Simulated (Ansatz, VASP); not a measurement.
## One calculation of CuI, two programs

```
Cu I
1.0
     4.02290    0.00000    0.00000
     0.00000    4.02290    0.00000
     0.00000    0.00000    5.65060
Cu I
2 2
Direct
  0.00000 0.00000 0.00000
  0.50000 0.50000 0.00000
  0.00000 0.50000 0.29130
  0.50000 0.00000 0.70870
```

Alike in both runs: task relaxation of cell and atoms; functional PBEsol; k mesh 4 × 4 × 4; no spin polarisation.

```csv
,VASP,Ansatz
version,VASP 6.6.1,Ansatz 0.2.0
potentials or method,"VASP PAW PBE potentials, release 64 (Cu, I)","plane waves, PAW"
plane-wave cutoff (eV),600,420
occupations,"gaussian, width 0.01 eV",fixed
valence electrons in the cell,36,72
```

```tsv
	VASP	Ansatz	Ansatz less VASP
relaxed volume (Å³/atom)	26.07	26.04	-0.033
relaxed length of the cell vector where the two differ most in proportion (Å)	6.417	6.433	+0.0158
```

VASP's potentials were made for PBE, not for PBEsol. VASP's potentials hold 36 valence electrons a cell and Ansatz's 72, so a difference there can come from the potentials and not from the codes.

Spin-orbit coupling is off throughout.
